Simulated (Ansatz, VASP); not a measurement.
# BeCd3S4 in VASP and in Ansatz

File INCAR:

```
PREC     = Accurate       # precision mode
ENCUT    = 600            # plane-wave cutoff, eV
EDIFF    = 1E-7           # SCF threshold, eV
ISMEAR   = 0              # smearing method
SIGMA    = 0.15           # smearing width, eV
LREAL    = False          # projectors in reciprocal space
LASPH    = True           # aspherical terms in the spheres
NELM     = 120            # most SCF steps
ALGO     = Normal         # electronic algorithm
ISIF     = 3              # what is computed and relaxed
LWAVE    = False          # write WAVECAR
LCHARG   = False          # write CHGCAR
GGA      = PE             # functional
IBRION   = 2              # ionic algorithm
NSW      = 36             # ionic steps
EDIFFG   = -0.08          # ionic threshold
GGA_COMPAT= False        
NELMIN   = 4
```

The input KPOINTS:

```
Automatic mesh
0
Gamma
  2 2 2
```

Contents of POSCAR:

```
BeCd3S4
1.0
    5.4900000000      0.0000000000      0.0000000000
    0.0000000000      5.4900000000      0.0000000000
    0.0000000000      0.0000000000      5.4900000000
Be Cd S
1 3 4
Direct
    0.0000000000      0.0000000000      0.0000000000
    0.5000000000      0.0000000000      0.5000000000
    0.0000000000      0.5000000000      0.5000000000
    0.5000000000      0.5000000000      0.0000000000
    0.7760000000      0.7760000000      0.2240000000
    0.7760000000      0.2240000000      0.7760000000
    0.2240000000      0.7760000000      0.7760000000
    0.2240000000      0.2240000000      0.2240000000
```

Input for Ansatz:

```yaml
crystal:
  lattice:
    - [5.49, 0.0, 0.0]
    - [0.0, 5.49, 0.0]
    - [0.0, 0.0, 5.49]
  atoms:
    - { symbol: Be, position: [0.0, 0.0, 0.0] }
    - { symbol: Cd, position: [0.5, 0.0, 0.5] }
    - { symbol: Cd, position: [0.0, 0.5, 0.5] }
    - { symbol: Cd, position: [0.5, 0.5, 0.0] }
    - { symbol: S, position: [0.776, 0.776, 0.224] }
    - { symbol: S, position: [0.776, 0.224, 0.776] }
    - { symbol: S, position: [0.224, 0.776, 0.776] }
    - { symbol: S, position: [0.224, 0.224, 0.224] }
basis:
  ecutwfc: 420
kpoints:
  mp_grid: { grid: [2, 2, 2] }
hamiltonian:
  xc: pbe
scf:
  occupations: { method: gaussian, width: 0.15 }
  lower_state_search: "off"
output:
  forces: true
  stress: true
  eigenvalues: true
relax:
  adjacent_minimum: "off"
  f_tol: 0.08
  max_steps: 16
  cell: { stress_tol: 0.8 }
```

Alike in both runs: task relaxation of cell and atoms; functional PBE; k mesh 2 × 2 × 2; occupations gaussian, width 0.15 eV; no spin polarisation.

```csv
,VASP,Ansatz
version,VASP 6.6.1,Ansatz 0.2.0
potentials or method,"VASP PAW PBE potentials, release 64 (Be, Cd, S), cutoff 600 eV","scalar-relativistic, plane waves, PAW"
valence electrons in the cell,62,86
```

VASP gave:

- gap on the k mesh at the Fermi level, each at its own relaxed structure (eV): 1.64
- relaxed volume (Å³/atom): 22.75
- relaxed cell length with the largest relative difference (Å): 5.667

Task: Estimate Ansatz's values.

Result: gap on the k mesh at the Fermi level, each at its own relaxed structure (eV): 1.64; relaxed volume (Å³/atom): 22.44; relaxed cell length with the largest relative difference (Å): 5.641.

VASP's potentials hold 62 valence electrons a cell and Ansatz's 86, so a difference there can come from the potentials and not from the codes.

The k mesh is coarse, so the values compare programs but aren't converged.
